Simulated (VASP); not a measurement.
# Sc (P6_3/mmc) in VASP: relaxation of cell and atoms with LDA

Aim: the relaxation of cell and atoms of Sc with LDA.

Everything below comes from runs of VASP 6.6.1. Logs are shortened: lines on timing, memory, paths and dates and some standing lists are left out, and cuts for length are marked.

## (1) The cell of the first run

It takes space group P6_3/mmc (No. 194, hexagonal). Conventional cell: a = 3.042 Å, b = 3.042 Å, c = 9.887 Å, α = 90.00°, β = 90.00°, γ = 120.00°. Within 4.0 Å of Sc (site symmetry -3m) lie 12 Sc at 3.03 to 3.04 Å. Sc (site symmetry -6m2) has 12 Sc at 3.03 to 3.04 Å within 4.0 Å.

## (2) Relaxation of cell and atoms, LDA, target pressure 8.8 GPa, at which the enthalpy is minimised

The input, INCAR:

```
PREC     = Accurate       # precision mode
ENCUT    = 600            # plane-wave cutoff, eV
EDIFF    = 1E-6           # SCF threshold, eV
ISMEAR   = -1             # smearing method
SIGMA    = 0.1            # smearing width, eV
LREAL    = False          # projectors in reciprocal space
LASPH    = True           # aspherical terms in the spheres
NELM     = 100            # most SCF steps
ALGO     = Normal         # electronic algorithm
ISIF     = 3              # what is computed and relaxed
LWAVE    = False          # write WAVECAR
LCHARG   = False          # write CHGCAR
IBRION   = 2              # ionic algorithm
NSW      = 60             # ionic steps
EDIFFG   = -0.005         # ionic threshold
PSTRESS  = 88.0
```

The input, KPOINTS:

```
regular mesh
0
Gamma
  12 12 4
```

The input, POSCAR:

```
Sc
1.0
    3.0422894711      0.0000000000      0.0000000000
   -1.5211447356      2.6346999676      0.0000000000
    0.0000000000      0.0000000000      9.8874407811
Sc
4
Direct
    0.0000000000      0.0000000000      0.0000000000
    0.0000000000      0.0000000000      0.5000000000
    0.3333333333      0.6666666667      0.2500000000
    0.6666666667      0.3333333333      0.7500000000
```

Potentials or basis: VASP PAW LDA potentials, release 64 (Sc_sv).

Started as:

```console
cat potpaw_LDA.64/Sc_sv/POTCAR > POTCAR
mpirun -np 1 vasp_std > vasp.out
```

OUTCAR:

```text
PREC = Accurate
   ENCUT = 600
   EDIFF = 1E-6
   ISMEAR = -1
   LREAL = False
   LASPH = True
   NELM = 100
   ISIF = 3
   IBRION = 2
   NSW = 60
   EDIFFG = -0.005
   PSTRESS = 88.0

 ion  position               nearest neighbor table
   1  0.000  0.000  0.000-   3 3.03   4 3.03   3 3.03   4 3.03   4 3.03   3 3.03
   2  0.000  0.000  0.500-   3 3.03   4 3.03   3 3.03   4 3.03   4 3.03   3 3.03
   3  0.333  0.667  0.250-   1 3.03   2 3.03   1 3.03   2 3.03   1 3.03   2 3.03
   4  0.667  0.333  0.750-   1 3.03   2 3.03   1 3.03   2 3.03   1 3.03   2 3.03

  LATTYP: Found a hexagonal cell.
 ALAT       =     3.0422894711
 C/A-ratio  =     3.2500000000

  Lattice vectors:

 A1 = (   3.0422894711,   0.0000000000,   0.0000000000)
 A2 = (  -1.5211447356,   2.6346999676,   0.0000000000)
 A3 = (   0.0000000000,   0.0000000000,   9.8874407811)

Analysis of symmetry for initial positions (statically):
=====================================================================
 Subroutine PRICEL returns:
 Original cell was already a primitive cell.

 Routine SETGRP: Setting up the symmetry group for a
 hexagonal supercell.

 Subroutine GETGRP returns: Found 24 space group operations
 (whereof 12 operations were pure point group operations)
 out of a pool of 24 trial point group operations.

The static configuration has the point symmetry D_3d.
 The point group associated with its full space group is D_6h.

Analysis of symmetry for dynamics (positions and initial velocities):
=====================================================================
 Subroutine PRICEL returns:
 Original cell was already a primitive cell.

 Routine SETGRP: Setting up the symmetry group for a
 hexagonal supercell.

 Subroutine GETGRP returns: Found 24 space group operations
 (whereof 12 operations were pure point group operations)
 out of a pool of 24 trial point group operations.

The dynamic configuration has the point symmetry D_3d.
 The point group associated with its full space group is D_6h.

 Subroutine INISYM returns: Found 24 space group operations
 (whereof 12 operations are pure point group operations),
 and found     1 'primitive' translations

----------------------------------------------------------------------------------------

                                     Primitive cell

  volume of cell :      79.2530

  direct lattice vectors                    reciprocal lattice vectors
[... 96 lines left out ...]
   NFREE  =      1    steps in history (QN), initial steepest desc. (CG)
   ISIF   =      3    stress and relaxation
   ISYM   =      2    0-nonsym 1-usesym 2-fastsym
   POTIM  = 0.5000    time-step for ionic-motion
   TEBEG  =    0.0;   TEEND  =   0.0 temperature during run
   PSTRESS=   88.0 pullay stress
   NELECT =      44.0000    total number of electrons
   NUPDOWN=      -1.0000    fix difference up-down
   EMIN   =  10.00;   EMAX   =-10.00  energy-range for DOS
   EFERMI =   0.00;   METHOD = LEGACY
   ISMEAR =    -1;   SIGMA  =   0.10  broadening in eV -4-tet -1-fermi 0-gaus
   EFERMI_NEDOS =   21; number of points for ismear=-14 and -15
   IALGO  =     38    algorithm
   IMIX   =      4    mixing-type and parameters
     AMIX     =   0.40;   BMIX     =  1.00
     AMIX_MAG =   1.60;   BMIX_MAG =  1.00
  volume/ion in A,a.u.               =      19.81       133.71
  Fermi-wavevector in a.u.,A,eV,Ry     =   1.345511  2.542647 24.631978  1.810399
  Thomas-Fermi vector in A             =   2.473418
   LORBIT       =      0    0 simple, 1 ext, 2 COOP (PROOUT), +10 PAW based schemes
   GGA     = CA    functional components
   LHFCALC =     F    Hartree Fock is set to
   AEXX    =    0.0000 exact exchange contribution
   IVDW    =     0    specifies the selected vdW correction
   LEPSILON=     F    determine dielectric tensor
   LRPA    =     F    only Hartree local field effects (RPA)
 conjugate gradient relaxation of ions
 non-spin polarized calculation
  energy-cutoff  :      600.00
  volume of cell :       79.25
 maximum number of plane-waves:      2688
   NGX = 13   NGY = 13   NGZ = 39

--------------------------------------- Ionic step        1  -------------------------------------------

 number of electron      43.9999992 magnetization

 Free energy of the ion-electron system (eV)
  ---------------------------------------------------
  ext. energy  EPLUGINS =         0.00000000
  ---------------------------------------------------
  free energy    TOTEN  =       -26.65374134 eV

  energy without entropy =      -26.47424228  energy(sigma->0) =      -26.56399181

------------------------ aborting loop because EDIFF is reached ----------------------------------------

  FORCE on cell =-STRESS in cart. coord.  units (eV):
  Direction    XX          YY          ZZ          XY          YZ          ZX
  --------------------------------------------------------------------------------------
  -------------------------------------------------------------------------------------
  Total        4.7296768      4.7296768      4.0401665     -0.0000000      0.0000000      0.0000000
  in kB       95.6150924     95.6150924     81.6759611     -0.0000000      0.0000000      0.0000000
  external PRESSURE =       2.9687153 kB  Pullay stress =      88.0000000 kB
[... 147 lines left out ...]
--------------------------------------- Ionic step        5  -------------------------------------------

 number of electron      43.9999989 magnetization

 Free energy of the ion-electron system (eV)
  ---------------------------------------------------
  ext. energy  EPLUGINS =         0.00000000
  ---------------------------------------------------
  free energy    TOTEN  =       -26.67178135 eV

  energy without entropy =      -26.49043055  energy(sigma->0) =      -26.58110595

 E-fermi :   4.8572     XC(G=0): -11.0624

 val. band max:        4.8504644474   @ k =   0.2500  -0.0000   0.2500
 cond. band min:       4.8595405616   @ k =   0.4167   0.0000   0.2500
 fundamental gap:      0.0090761142
 Fermi energy:         4.8572184672

 k-point     1 :       0.0000    0.0000    0.0000
  band No.  band energies     occupation
      1     -43.4585      2.00000
      2     -43.3846      2.00000
      3     -43.3673      2.00000
      4     -43.2920      2.00000
      5     -22.8612      2.00000
      6     -22.4607      2.00000
[... 685 lines left out ...]
     25       6.0403      0.00001
     26       6.1707      0.00000

 [... further k-points ...]

------------------------ aborting loop because EDIFF is reached ----------------------------------------

  FORCE on cell =-STRESS in cart. coord.  units (eV):
  Direction    XX          YY          ZZ          XY          YZ          ZX
  --------------------------------------------------------------------------------------
  -------------------------------------------------------------------------------------
  Total        4.3857192      4.3857192      4.3726217     -0.0000000      0.0000000      0.0000000
  in kB       88.3664059     88.3664059     88.1025088     -0.0000000      0.0000000      0.0000000
  external PRESSURE =       0.2784402 kB  Pullay stress =      88.0000000 kB
[... 23 lines left out ...]
  energy  without entropy=      -26.4904305493  energy(sigma->0) =      -26.58110595

  enthalpy is  TOTEN    =       -22.3042472882 eV   P V=        4.3675340665

 reached required accuracy - stopping structural energy minimisation
```

OSZICAR:

```text
N       E                     dE             d eps       ncg     rms          rms(c)
DAV:   1     0.916856006815E+03    0.91686E+03   -0.21019E+04  2972   0.213E+03
[... 42 lines left out ...]
       N       E                     dE             d eps       ncg     rms          rms(c)
DAV:   1    -0.266720152030E+02   -0.32254E-02   -0.10368E-02  3980   0.183E+00    0.114E-01
DAV:   2    -0.266718114945E+02    0.20371E-03   -0.79664E-04  4490   0.397E-01    0.362E-02
DAV:   3    -0.266717842753E+02    0.27219E-04   -0.69086E-05  4380   0.116E-01    0.167E-02
DAV:   4    -0.266717829556E+02    0.13197E-05   -0.25140E-05  3620   0.651E-02    0.863E-03
DAV:   5    -0.266717813340E+02    0.16216E-05   -0.15451E-05  3204   0.518E-02    0.209E-03
DAV:   6    -0.266717813547E+02   -0.20626E-07   -0.60126E-07  1642   0.163E-02
   5 F= -.22304247E+02 E0= -.22213572E+02  d E =-.392295E-03
```

CONTCAR:

```text
Sc
   1.00000000000000
     3.0596801932735054   -0.0000000000079473    0.0000000000000000
    -1.5298400966939212    2.6497607747855607   -0.0000000000000000
    -0.0000000000000000   -0.0000000000000000    9.8080237642885955
  Sc
     4
Direct
     0.0000000000000000    1.0000000000000000    0.0000000000000000
     0.0000000000000000    0.0000000000000000    0.5000000000000000
     0.3333333332999970    0.6666666667000030    0.2500000000000000
     0.6666666667000030    0.3333333332999970    0.7500000000000000

  0.00000000E+00  0.00000000E+00  0.00000000E+00
  0.00000000E+00  0.00000000E+00  0.00000000E+00
  0.00000000E+00  0.00000000E+00  0.00000000E+00
  0.00000000E+00  0.00000000E+00  0.00000000E+00
```

Wall time 2.6 min (1 thread of Intel Xeon 6975P-C (Granite Rapids), shared host); peak memory 0.24 GiB.

What came out:

```
Free energy                                                : -26.6718 eV
Relaxed volume                                             : 19.88 Å³/atom
Relaxed cell                                               : a = 3.060 Å, b = 3.060 Å, c = 9.808 Å, α = 90.00°, β = 90.00°, γ = 120.00°
Space group after relaxing (to 0.1 Å)                      : P6_3/mmc (No. 194)
Energy change on relaxing (the run minimises the enthalpy) : -4.5 meV/atom
Ionic steps                                                : 5
Pressure after relaxing                                    : 8.8 GPa
Band gap on the k mesh                                     : zero (bands 22 and 23 overlap by 1.43 eV)
```

Step by step:
| step | energy change (eV) | largest force (eV/Å) | pressure (GPa) | volume (Å³) |
| --- | --- | --- | --- | --- |
| 1 | 0.0000 | 0.0000 | 9.10 | 79.25 |
| 2 | -0.0260 | 0.0000 | 8.65 | 79.67 |
| 3 | -0.0335 | 0.0000 | 8.53 | 79.81 |
| 4 | -0.0150 | 0.0000 | 8.87 | 79.46 |
| 5 | -0.0180 | 0.0000 | 8.83 | 79.52 |

Final structure:
```
CELL_PARAMETERS angstrom
3.05968 0.00000 0.00000
-1.52984 2.64976 0.00000
0.00000 0.00000 9.80802
ATOMIC_POSITIONS crystal
Sc 0.00000 0.00000 0.00000
Sc 0.00000 0.00000 0.50000
Sc 0.33333 0.66667 0.25000
Sc 0.66667 0.33333 0.75000
```

Caveat: the cell is relaxed towards a set pressure, so the run minimises the enthalpy, not the energy.
